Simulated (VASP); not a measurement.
# In (Im-3m) in VASP: a series of runs

Runs on In. Level: PBEsol. Tasks: relaxation of cell and atoms.

Program: VASP 6.6.1. These are calculated values, not measurements. Logs are shortened: lines on timing, memory, paths and dates and some standing lists are left out, and cuts for length are marked.

## (1) The cell of the first run

It takes space group Im-3m (No. 229, cubic). Conventional cell: a = 3.765 Å, b = 3.765 Å, c = 3.765 Å, α = 90.00°, β = 90.00°, γ = 90.00°. Within 4.3 Å of In (site symmetry m-3m) lie 14 In at 3.26 to 3.77 Å.

## (2) Relaxation of cell and atoms, PBEsol, target pressure 2 GPa, at which the enthalpy is minimised

File INCAR:

```
SYSTEM = In
ALGO     = Normal         ! electronic algorithm
EDIFF    = 1E-6           ! SCF threshold, eV
EDIFFG   = -0.01          ! ionic threshold
ENCUT    = 600            ! plane-wave cutoff, eV
GGA      = PS             ! functional
IBRION   = 2              ! ionic algorithm
ISIF     = 3              ! what is computed and relaxed
ISMEAR   = -1             ! smearing method
LASPH    = .TRUE.         ! aspherical terms in the spheres
LCHARG   = .FALSE.        ! write CHGCAR
LREAL    = .FALSE.        ! projectors in reciprocal space
LWAVE    = .FALSE.        ! write WAVECAR
NELM     = 80             ! most SCF steps
NSW      = 60             ! ionic steps
PREC     = Accurate       ! precision mode
PSTRESS  = 20.0         
SIGMA    = 0.05           ! smearing width, eV
```

File KPOINTS:

```
k-points
0
G
  10 10 10
  0 0 0
```

File POSCAR:

```
In
1.0
   -1.8825252400      1.8825252400      1.8825252400
    1.8825252400     -1.8825252400      1.8825252400
    1.8825252400      1.8825252400     -1.8825252400
In
1
Direct
    0.0000000000      0.0000000000      0.0000000000
```

Potentials or basis: VASP PAW PBE potentials, release 64 (In_d).

Started as:

```
$ cat potpaw_PBE.64/In_d/POTCAR > POTCAR
$ mpirun -np 1 vasp_std > vasp.out
```

OUTCAR:

```text
SYSTEM = In
   EDIFF = 1E-6
   EDIFFG = -0.01
   ENCUT = 600
   GGA = PS
   IBRION = 2
   ISIF = 3
   ISMEAR = -1
   LASPH = .TRUE.
   LREAL = .FALSE.
   NELM = 80
   NSW = 60
   PREC = Accurate
   PSTRESS = 20.0

 ion  position               nearest neighbor table
   1  0.000  0.000  0.000-

  LATTYP: Found a body centered cubic cell.
 ALAT       =     3.7650504800

  Lattice vectors:

 A1 = (  -1.8825252400,   1.8825252400,   1.8825252400)
 A2 = (   1.8825252400,  -1.8825252400,   1.8825252400)
 A3 = (   1.8825252400,   1.8825252400,  -1.8825252400)

Analysis of symmetry for initial positions (statically):
=====================================================================
 Subroutine PRICEL returns:
 Original cell was already a primitive cell.

 Routine SETGRP: Setting up the symmetry group for a
 body centered cubic supercell.

 Subroutine GETGRP returns: Found 48 space group operations
 (whereof 48 operations were pure point group operations)
 out of a pool of 48 trial point group operations.

The static configuration has the point symmetry O_h .

Analysis of symmetry for dynamics (positions and initial velocities):
=====================================================================
 Subroutine PRICEL returns:
 Original cell was already a primitive cell.

 Routine SETGRP: Setting up the symmetry group for a
 body centered cubic supercell.

 Subroutine GETGRP returns: Found 48 space group operations
 (whereof 48 operations were pure point group operations)
 out of a pool of 48 trial point group operations.

The dynamic configuration has the point symmetry O_h .

 Subroutine INISYM returns: Found 48 space group operations
 (whereof 48 operations are pure point group operations),
 and found     1 'primitive' translations

----------------------------------------------------------------------------------------

                                     Primitive cell

  volume of cell :      26.6859

  direct lattice vectors                    reciprocal lattice vectors
    -1.882525240  1.882525240  1.882525240     0.000000000  0.265600689  0.265600689
     1.882525240 -1.882525240  1.882525240     0.265600689  0.000000000  0.265600689
     1.882525240  1.882525240 -1.882525240     0.265600689  0.265600689  0.000000000

  length of vectors
     3.260629362  3.260629362  3.260629362     0.375616096  0.375616096  0.375616096

  position of ions in fractional coordinates (direct lattice)
     0.000000000  0.000000000  0.000000000

  ion indices of the primitive-cell ions
   primitive index   ion index
                 1           1

----------------------------------------------------------------------------------------

 KPOINTS: k-points

Automatic generation of k-mesh.
 Grid dimensions read from file:
 generate k-points for:   10   10   10

 Generating k-lattice:

  Cartesian coordinates                     Fractional coordinates (reciprocal lattice)
     0.000000000  0.026560069  0.026560069     0.100000000  0.000000000  0.000000000
     0.026560069  0.000000000  0.026560069     0.000000000  0.100000000  0.000000000
     0.026560069  0.026560069  0.000000000     0.000000000  0.000000000  0.100000000

  Length of vectors
     0.037561610  0.037561610  0.037561610

  Shift w.r.t. Gamma in fractional coordinates (k-lattice)
     0.000000000  0.000000000  0.000000000

 Subroutine IBZKPT returns following result:
 ===========================================

 Found     47 irreducible k-points:

 Following reciprocal coordinates:
            Coordinates               Weight
  0.000000  0.000000  0.000000      1.000000
  0.100000  0.000000  0.000000     12.000000
  0.200000  0.000000  0.000000     12.000000
  0.300000  0.000000  0.000000     12.000000
  0.400000  0.000000  0.000000     12.000000
  0.500000  0.000000  0.000000      6.000000
[... 16 lines left out ...]
  0.300000  0.300000  0.100000      8.000000
 -0.300000  0.300000  0.100000     24.000000
 [... further k-points ...]
   k-points           NKPTS =     47   k-points in BZ     NKDIM =     47   number of bands    NBANDS=     10
   number of dos      NEDOS =    301   number of ions     NIONS =      1
   total plane-waves  NPLWV =  21952
   dimension x,y,z NGX =    28 NGY =   28 NGZ =   28
   dimension x,y,z NGXF=    56 NGYF=   56 NGZF=   56
   ions per type =               1
   NGX,Y,Z   is equivalent  to a cutoff of  14.28, 14.28, 14.28 a.u.
   NGXF,Y,Z  is equivalent  to a cutoff of  28.55, 28.55, 28.55 a.u.
 SYSTEM =  In
   PREC   = accura    normal or accurate (medium, high low for compatibility)
   ISTART =      0    job   : 0-new  1-cont  2-samecut
   ICHARG =      2    charge: 1-file 2-atom 10-const
   ISPIN  =      1    spin polarized calculation?
   LNONCOLLINEAR =      F non collinear calculations
   LSORBIT =      F    spin-orbit coupling
   LASPH  =      T    aspherical Exc in radial PAW
   ENCUT  =  600.0 eV  44.10 Ry    6.64 a.u.   6.51  6.51  6.51*2*pi/ulx,y,z
   NELM   =     80;   NELMIN=  2; NELMDL= -5     # of ELM steps
   EDIFF  = 0.1E-05   stopping-criterion for ELM
   LREAL  =      F    real-space projection
   EDIFFG = -.1E-01   stopping-criterion for IOM
   NSW    =     60    number of steps for IOM
   IBRION =      2    ionic relax: 0-MD 1-quasi-New 2-CG
   NFREE  =      1    steps in history (QN), initial steepest desc. (CG)
   ISIF   =      3    stress and relaxation
   ISYM   =      2    0-nonsym 1-usesym 2-fastsym
   POTIM  = 0.5000    time-step for ionic-motion
   TEBEG  =    0.0;   TEEND  =   0.0 temperature during run
   PSTRESS=   20.0 pullay stress
   NELECT =      13.0000    total number of electrons
   NUPDOWN=      -1.0000    fix difference up-down
   EMIN   =  10.00;   EMAX   =-10.00  energy-range for DOS
   EFERMI =   0.00;   METHOD = LEGACY
   ISMEAR =    -1;   SIGMA  =   0.05  broadening in eV -4-tet -1-fermi 0-gaus
   EFERMI_NEDOS =   21; number of points for ismear=-14 and -15
   IALGO  =     38    algorithm
   IMIX   =      4    mixing-type and parameters
     AMIX     =   0.40;   BMIX     =  1.00
     AMIX_MAG =   1.60;   BMIX_MAG =  1.00
  volume/ion in A,a.u.               =      26.69       180.09
  Fermi-wavevector in a.u.,A,eV,Ry     =   1.288136  2.434225 22.576080  1.659295
  Thomas-Fermi vector in A             =   2.420108
   LORBIT       =      0    0 simple, 1 ext, 2 COOP (PROOUT), +10 PAW based schemes
   GGA     = PS    functional components
   LHFCALC =     F    Hartree Fock is set to
   AEXX    =    0.0000 exact exchange contribution
   IVDW    =     0    specifies the selected vdW correction
   LEPSILON=     F    determine dielectric tensor
   LRPA    =     F    only Hartree local field effects (RPA)
 conjugate gradient relaxation of ions
 non-spin polarized calculation
  energy-cutoff  :      600.00
  volume of cell :       26.69
 maximum number of plane-waves:       935
 NGX is ok and might be reduce to    28
   NGX = 13   NGY = 13   NGZ = 13

--------------------------------------- Ionic step        1  -------------------------------------------

 number of electron      12.9999996 magnetization

 Free energy of the ion-electron system (eV)
  ---------------------------------------------------
  ext. energy  EPLUGINS =         0.00000000
  ---------------------------------------------------
  free energy    TOTEN  =        -2.97419052 eV

  energy without entropy =       -2.96868734  energy(sigma->0) =       -2.97143893

------------------------ aborting loop because EDIFF is reached ----------------------------------------

  FORCE on cell =-STRESS in cart. coord.  units (eV):
  Direction    XX          YY          ZZ          XY          YZ          ZX
  --------------------------------------------------------------------------------------
  -------------------------------------------------------------------------------------
  Total       -0.2171372     -0.2171372     -0.2171372      0.0000000      0.0000000      0.0000000
  in kB      -13.0365432    -13.0365432    -13.0365432      0.0000000      0.0000000      0.0000000
  external PRESSURE =     -33.0365432 kB  Pullay stress =      20.0000000 kB
[... 59 lines left out ...]
  enthalpy is  TOTEN    =        -2.6629174975 eV   P V=        0.3072898743

--------------------------------------- Ionic step        3  -------------------------------------------

 number of electron      13.0000005 magnetization

 Free energy of the ion-electron system (eV)
  ---------------------------------------------------
  ext. energy  EPLUGINS =         0.00000000
  ---------------------------------------------------
  free energy    TOTEN  =        -2.97181030 eV

  energy without entropy =       -2.96740447  energy(sigma->0) =       -2.96960739

 E-fermi :   7.9366     XC(G=0): -10.6771

 val. band max:        7.8726536553   @ k =   0.3000   0.3000   0.0000
 cond. band min:       7.9787486700   @ k =  -0.4000   0.4000   0.2000
 fundamental gap:      0.1060950147
 Fermi energy:         7.9366305286

 k-point     1 :       0.0000    0.0000    0.0000
  band No.  band energies     occupation
      1      -6.6570      2.00000
      2      -6.6570      2.00000
      3      -6.6570      2.00000
      4      -6.3331      2.00000
      5      -6.3331      2.00000
      6      -1.9507      2.00000
      7      19.7325      0.00000
      8      19.7325      0.00000
      9      19.7325      0.00000
     10      21.1833      0.00000
[... 287 lines left out ...]
 k-point    24 :      -0.3000    0.3000    0.1000
  band No.  band energies     occupation
      1      -6.6936      2.00000
      2      -6.6248      2.00000
      3      -6.4190      2.00000
      4      -6.3505      2.00000
      5      -6.3264      2.00000
      6       0.5277      2.00000
      7      10.4185      0.00000
      8      14.4432      0.00000
      9      15.5842      0.00000
     10      19.3691      0.00000

 [... further k-points ...]
[... 5 lines left out ...]
  --------------------------------------------------------------------------------------
  -------------------------------------------------------------------------------------
  Total        0.3051945      0.3051945      0.3051945     -0.0000000     -0.0000000      0.0000000
  in kB       19.7654679     19.7654679     19.7654679     -0.0000000     -0.0000000      0.0000000
  external PRESSURE =      -0.2345321 kB  Pullay stress =      20.0000000 kB
[... 16 lines left out ...]
  FREE ENERGIE OF THE ION-ELECTRON SYSTEM (eV)
  ---------------------------------------------------
  free  energy   TOTEN  =        -2.9718103026 eV

  energy  without entropy=       -2.9674044693  energy(sigma->0) =       -2.96960739

  enthalpy is  TOTEN    =        -2.6629944017 eV   P V=        0.3088159009

 reached required accuracy - stopping structural energy minimisation
```

Run time: 25 s. Hardware: 1 thread of Intel Xeon Platinum 8375C at 2.90GHz (Ice Lake), shared host; peak memory 0.17 GiB.

What came out:

```
Free energy                                            : -2.9718 eV
Relaxed volume                                         : 24.74 Å³/atom
Relaxed cell                                           : a = 3.179 Å, b = 3.179 Å, c = 3.179 Å, α = 109.47°, β = 109.47°, γ = 109.47°
Space group after relaxing (to 0.05 Å)                 : Im-3m (No. 229)
Energy change on relaxing (the enthalpy is what falls) : +2.4 meV/atom
Ionic steps                                            : 3
Pressure after relaxing                                : 2.0 GPa
```

Step by step:
| step | energy change (eV) | largest force (eV/Å) | pressure (GPa) | volume (Å³) |
| --- | --- | --- | --- | --- |
| 1 | 0.0000 | 0.0000 | -1.30 | 26.69 |
| 2 | 0.0040 | 0.0000 | 2.28 | 24.62 |
| 3 | 0.0024 | 0.0000 | 1.98 | 24.74 |

Final structure:
```
In
1.0
    -1.83558    1.83558    1.83558
     1.83558   -1.83558    1.83558
     1.83558    1.83558   -1.83558
In
1
Direct
  0.00000 0.00000 0.00000
```

Caveat: the cell is relaxed towards a set pressure, so the enthalpy falls and the energy may rise; the PAW data sets were made with another functional, which shifts forces and pressure a little; spin-orbit coupling is left out, which moves the levels of the heavy elements.

(Part 1 of 2 ends here.)
